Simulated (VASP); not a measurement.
# BeS (F-43m) in VASP: elastic constants with LDA

Aim: the elastic constants of BeS with LDA.

Everything below comes from runs of VASP 6.6.1. Logs are shortened: lines on timing, memory, paths and dates and some standing lists are left out, and cuts for length are marked.

## (1) The cell of the first run

Symmetry: F-43m, No. 216, cubic system. Conventional cell: a = 4.796 Å, b = 4.796 Å, c = 4.796 Å, α = 90.00°, β = 90.00°, γ = 90.00°. Within 2.7 Å of Be (site symmetry -43m) lie 4 S at 2.08 Å. Within 2.7 Å of S (site symmetry -43m) lie 4 Be at 2.08 Å.

## (2) Elastic constants, LDA

The input, INCAR:

```
SYSTEM = BeS
PREC = Accurate
ENCUT = 600
EDIFF = 1E-8
ISMEAR = 0
SIGMA = 0.01
LREAL = .False.
LASPH = .True.
NELM = 60
ALGO = Normal
ISIF = 3
LWAVE = .False.
LCHARG = .False.
GGA = CA
IBRION = 6
NFREE = 2
POTIM = 0.015
NSW = 1
```

The input, KPOINTS:

```
Automatic mesh
0
Gamma
  8 8 8
  0 0 0
```

The input, POSCAR:

```
BeS
1.0
    2.3981680588      2.3981680588      0.0000000000
   -2.3981680588      2.3981680588      0.0000000000
    0.0000000000      2.3981680588      2.3981680588
Be S
1 1
Direct
    0.0000000000      0.0000000000      0.0000000000
    0.7500000000      0.2500000000      0.5000000000
```

Potentials or basis: VASP PAW LDA potentials, release 64 (Be, S).

On the command line:

```
cat potpaw_LDA.64/Be/POTCAR potpaw_LDA.64/S/POTCAR > POTCAR
mpirun -np 1 vasp_std > vasp.out
```

OUTCAR:

```text
SYSTEM = BeS
   PREC = Accurate
   ENCUT = 600
   EDIFF = 1E-8
   ISMEAR = 0
   LREAL = .False.
   LASPH = .True.
   NELM = 60
   ISIF = 3
   GGA = CA
   IBRION = 6
   NFREE = 2
   POTIM = 0.015
   NSW = 1

 ion  position               nearest neighbor table
   1  0.000  0.000  0.000-   2 2.08   2 2.08   2 2.08   2 2.08
   2  0.750  0.250  0.500-   1 2.08   1 2.08   1 2.08   1 2.08

  LATTYP: Found a face centered cubic cell.
 ALAT       =     4.7963361176

  Lattice vectors:

 A1 = (   0.0000000000,   2.3981680588,   2.3981680588)
 A2 = (   2.3981680588,   0.0000000000,   2.3981680588)
 A3 = (   2.3981680588,   2.3981680588,   0.0000000000)

Analysis of symmetry for initial positions (statically):
=====================================================================
 Subroutine PRICEL returns:
 Original cell was already a primitive cell.

 Routine SETGRP: Setting up the symmetry group for a
 face centered cubic supercell.

 Subroutine GETGRP returns: Found 24 space group operations
 (whereof 24 operations were pure point group operations)
 out of a pool of 48 trial point group operations.

The static configuration has the point symmetry T_d .

Analysis of symmetry for dynamics (positions and initial velocities):
=====================================================================
 Subroutine PRICEL returns:
 Original cell was already a primitive cell.

 Routine SETGRP: Setting up the symmetry group for a
 face centered cubic supercell.

 Subroutine GETGRP returns: Found 24 space group operations
 (whereof 24 operations were pure point group operations)
 out of a pool of 48 trial point group operations.

The dynamic configuration has the point symmetry T_d .

 Subroutine INISYM returns: Found 24 space group operations
 (whereof 24 operations are pure point group operations),
 and found     1 'primitive' translations

----------------------------------------------------------------------------------------

                                     Primitive cell

  volume of cell :      27.5847

  direct lattice vectors                    reciprocal lattice vectors
     2.398168059  2.398168059  0.000000000     0.208492477  0.208492477 -0.208492477
    -2.398168059  2.398168059  0.000000000    -0.208492477  0.208492477 -0.208492477
     0.000000000  2.398168059  2.398168059     0.000000000  0.000000000  0.416984955

  length of vectors
     3.391521794  3.391521794  3.391521794     0.361119564  0.361119564  0.416984955

  position of ions in fractional coordinates (direct lattice)
     0.000000000  0.000000000  0.000000000
     0.750000000  0.250000000  0.500000000

  ion indices of the primitive-cell ions
   primitive index   ion index
                 1           1
                 2           2

----------------------------------------------------------------------------------------

 KPOINTS: Automatic mesh

Automatic generation of k-mesh.
 Grid dimensions read from file:
 generate k-points for:    8    8    8

 Generating k-lattice:

  Cartesian coordinates                     Fractional coordinates (reciprocal lattice)
     0.026061560  0.026061560 -0.026061560     0.125000000  0.000000000  0.000000000
    -0.026061560  0.026061560 -0.026061560     0.000000000  0.125000000  0.000000000
     0.000000000  0.000000000  0.052123119     0.000000000  0.000000000  0.125000000

  Length of vectors
     0.045139945  0.045139945  0.052123119

  Shift w.r.t. Gamma in fractional coordinates (k-lattice)
     0.000000000  0.000000000  0.000000000

 Subroutine IBZKPT returns following result:
 ===========================================

 Found     29 irreducible k-points:

 Following reciprocal coordinates:
            Coordinates               Weight
  0.000000  0.000000  0.000000      1.000000
  0.125000  0.000000  0.000000      8.000000
  0.250000  0.000000  0.000000      8.000000
  0.375000  0.000000  0.000000      8.000000
  0.500000  0.000000  0.000000      4.000000
[... 52 lines left out ...]
   EFERMI =   0.00;   METHOD = LEGACY
   ISMEAR =     0;   SIGMA  =   0.01  broadening in eV -4-tet -1-fermi 0-gaus
   EFERMI_NEDOS =   21; number of points for ismear=-14 and -15
   IALGO  =     38    algorithm
   IMIX   =      4    mixing-type and parameters
     AMIX     =   0.40;   BMIX     =  1.00
     AMIX_MAG =   1.60;   BMIX_MAG =  1.00
  volume/ion in A,a.u.               =      13.79        93.08
  Fermi-wavevector in a.u.,A,eV,Ry     =   1.083632  2.047768 15.976759  1.174259
  Thomas-Fermi vector in A             =   2.219703
   LORBIT       =      0    0 simple, 1 ext, 2 COOP (PROOUT), +10 PAW based schemes
   GGA     = CA    functional components
   LHFCALC =     F    Hartree Fock is set to
   AEXX    =    0.0000 exact exchange contribution
   IVDW    =     0    specifies the selected vdW correction
   LEPSILON=     F    determine dielectric tensor
   LRPA    =     F    only Hartree local field effects (RPA)
 finite differences with symmetry
 non-spin polarized calculation
 Gauss-broadening in eV      SIGMA  =   0.01
  energy-cutoff  :      600.00
  volume of cell :       27.58
 maximum number of plane-waves:       941
   NGX = 13   NGY = 13   NGZ = 13

--------------------------------------- Ionic step        1  -------------------------------------------

 number of electron       8.0000001 magnetization

 Free energy of the ion-electron system (eV)
  ---------------------------------------------------
  ext. energy  EPLUGINS =         0.00000000
  ---------------------------------------------------
  free energy    TOTEN  =       -11.14260799 eV

  energy without entropy =      -11.14260799  energy(sigma->0) =      -11.14260799

------------------------ aborting loop because EDIFF is reached ----------------------------------------

  FORCE on cell =-STRESS in cart. coord.  units (eV):
  Direction    XX          YY          ZZ          XY          YZ          ZX
  --------------------------------------------------------------------------------------
  -------------------------------------------------------------------------------------
  Total        0.0105633      0.0105633      0.0105633      0.0000000      0.0000000      0.0000000
  in kB        0.6135376      0.6135376      0.6135376      0.0000000      0.0000000      0.0000000
  external PRESSURE =       0.6135376 kB  Pullay stress =       0.0000000 kB
[... 89 lines left out ...]
  FREE ENERGIE OF THE ION-ELECTRON SYSTEM (eV)
  ---------------------------------------------------
  free  energy   TOTEN  =       -11.1391418847 eV

  energy  without entropy=      -11.1391418847  energy(sigma->0) =      -11.13914188

[... ionic steps 4 to 14 ...]

--------------------------------------- Ionic step       15  -------------------------------------------

 number of electron       8.0000001 magnetization

------------------------ aborting loop because EDIFF is reached ----------------------------------------
[... 67 lines left out ...]
--------------------------------------- Ionic step       17  -------------------------------------------

 number of electron       8.0000000 magnetization

 Free energy of the ion-electron system (eV)
  ---------------------------------------------------
  ext. energy  EPLUGINS =         0.00000000
  ---------------------------------------------------
  free energy    TOTEN  =       -11.14159298 eV

  energy without entropy =      -11.14159298  energy(sigma->0) =      -11.14159298

 E-fermi :   4.4923     XC(G=0): -10.1226

 val. band max:        4.4333685748   @ k =   0.0000   0.0000   0.0000
 cond. band min:       7.2113136115   @ k =   0.0000  -1.0000  -0.5000
 fundamental gap:      2.7779450367
 Fermi energy:         4.4923096934

 k-point     1 :       0.0000    0.0000    0.0000
  band No.  band energies     occupation
      1      -9.5030      2.00000
      2       4.3266      2.00000
      3       4.3814      2.00000
      4       4.4334      2.00000
      5       9.8864      0.00000
      6       9.9074      0.00000
      7       9.9331      0.00000
      8      10.3422      0.00000
[... 243 lines left out ...]
 k-point    24 :       0.5000    0.2500    0.1250
  band No.  band energies     occupation
      1      -7.4840      2.00000
      2      -1.1371      2.00000
      3       1.4682      2.00000
      4       2.4494      2.00000
      5      10.3305      0.00000
      6      10.9198      0.00000
      7      13.5706      0.00000
      8      14.9121      0.00000

 [... further k-points ...]

------------------------ aborting loop because EDIFF is reached ----------------------------------------

  FORCE on cell =-STRESS in cart. coord.  units (eV):
  Direction    XX          YY          ZZ          XY          YZ          ZX
  --------------------------------------------------------------------------------------
  -------------------------------------------------------------------------------------
  Total        0.0116703      0.0135789      0.0135789      0.0000000     -0.0774328      0.0000000
  in kB        0.6778373      0.7886880      0.7886880      0.0000000     -4.4974511      0.0000000
  external PRESSURE =       0.7517378 kB  Pullay stress =       0.0000000 kB
[... 17 lines left out ...]
  FREE ENERGIE OF THE ION-ELECTRON SYSTEM (eV)
  ---------------------------------------------------
  free  energy   TOTEN  =       -11.1415929828 eV

  energy  without entropy=      -11.1415929828  energy(sigma->0) =      -11.14159298

 INTERNAL STRAIN TENSORS FROM STRAINED CELLS
 ============================================

 INTERNAL STRAIN TENSOR FOR ION    1 for displacements in x,y,z  (eV/Angst):
          X           Y           Z          XY          YZ          ZX
  --------------------------------------------------------------------------------
  x    -0.00000    -0.00000    -0.00000    -0.00000    -5.15583    -0.00000
  y     0.00000     0.00000    -0.00000    -0.00000    -0.00000    -5.15588
  z    -0.00000    -0.00000     0.00000    -5.15578     0.00000     0.00000

 INTERNAL STRAIN TENSORS FROM DISPLACED ATOMS
 ============================================

 INTERNAL STRAIN TENSOR FOR ION    1 for displacements in x,y,z  (eV/Angst):
          X           Y           Z          XY          YZ          ZX
  --------------------------------------------------------------------------------
  x     0.00000     0.00000     0.00000    -0.00000    -5.15404     0.00000
  y     0.00000     0.00000     0.00000     0.00000    -0.00000    -5.15404
  z     0.00000     0.00000     0.00000    -5.15404     0.00000     0.00000

 INTERNAL STRAIN TENSOR FOR ION    2 for displacements in x,y,z  (eV/Angst):
          X           Y           Z          XY          YZ          ZX
  --------------------------------------------------------------------------------
  x     0.00000     0.00000     0.00000     0.00000     5.15933    -0.00000
  y     0.00000     0.00000     0.00000    -0.00000     0.00000     5.15933
  z     0.00000     0.00000     0.00000     5.15933    -0.00000     0.00000

 Eigenvectors and eigenvalues of the dynamical matrix
 ----------------------------------------------------

   1 f  =   17.698144 THz   111.200718 2PiTHz  590.346539 cm-1    73.193609 meV
             X         Y         Z           dx          dy          dz
      0.000000  0.000000  0.000000    -0.000000    0.883502   -0.000000
      1.199084  3.597252  1.199084    -0.000000   -0.468427    0.000000
[... 21 lines left out ...]
   6 f/i=    0.000363 THz     0.002280 2PiTHz    0.012106 cm-1     0.001501 meV
             X         Y         Z           dx          dy          dz
      0.000000  0.000000  0.000000     0.000000   -0.000000   -0.468427
      1.199084  3.597252  1.199084    -0.000000    0.000000   -0.883502

--------------------------------------------------------------------------------------------------------

 ELASTIC MODULI CONTR FROM IONIC RELAXATION (kBar)
 Direction    XX          YY          ZZ          XY          YZ          ZX
 --------------------------------------------------------------------------------
 XX          -0.0000     -0.0000     -0.0000     -0.0000     -0.0000     -0.0000
 YY          -0.0000     -0.0000     -0.0000     -0.0000     -0.0000     -0.0000
 ZZ          -0.0000     -0.0000     -0.0000     -0.0000     -0.0000     -0.0000
 XY          -0.0000     -0.0000     -0.0000   -171.2864      0.0000      0.0000
 YZ          -0.0000     -0.0000     -0.0000      0.0000   -171.2864      0.0000
 ZX          -0.0000     -0.0000     -0.0000      0.0000      0.0000   -171.2864
 --------------------------------------------------------------------------------

 TOTAL ELASTIC MODULI (kBar)
 Direction    XX          YY          ZZ          XY          YZ          ZX
 --------------------------------------------------------------------------------
 XX        1686.1181    690.4364    690.4364     -0.0000     -0.0000      0.0000
 YY         690.4364   1686.1181    690.4364     -0.0000     -0.0000     -0.0000
 ZZ         690.4364    690.4364   1686.1181     -0.0000     -0.0000     -0.0000
 XY          -0.0000     -0.0000     -0.0000    870.0017      0.0000      0.0000
 YZ          -0.0000     -0.0000     -0.0000      0.0000    870.0017      0.0000
 ZX           0.0000     -0.0000     -0.0000      0.0000      0.0000    870.0017
 --------------------------------------------------------------------------------
```

Run time: 6.8 min. Hardware: 1 thread of AMD EPYC 7R43 (Zen 3), shared host; peak memory 0.17 GiB.

Results:

* Elastic constants C11, C12, C44: 169, 69, 87 GPa
* Voigt bulk modulus: 102 GPa
* Highest phonon frequency at Γ, LO-TO splitting left out: 590 cm⁻¹

Phonon frequencies in cm⁻¹ (negative: imaginary):
```
              q point        frequencies
(0.000, 0.000, 0.000)  0 0 0 590 590 590
```

Elastic tensor in Voigt notation (GPa, in the Cartesian axes of the cell as first typed):
```
169  69  69   0   0   0
 69 169  69   0   0   0
 69  69 169   0   0   0
  0   0   0  87   0   0
  0   0   0   0  87   0
  0   0   0   0   0  87
```

Clamped-ion elastic tensor (GPa):
```
169  69  69   0   0   0
 69 169  69   0   0   0
 69  69 169   0   0   0
  0   0   0 104   0   0
  0   0   0   0 104   0
  0   0   0   0   0 104
```
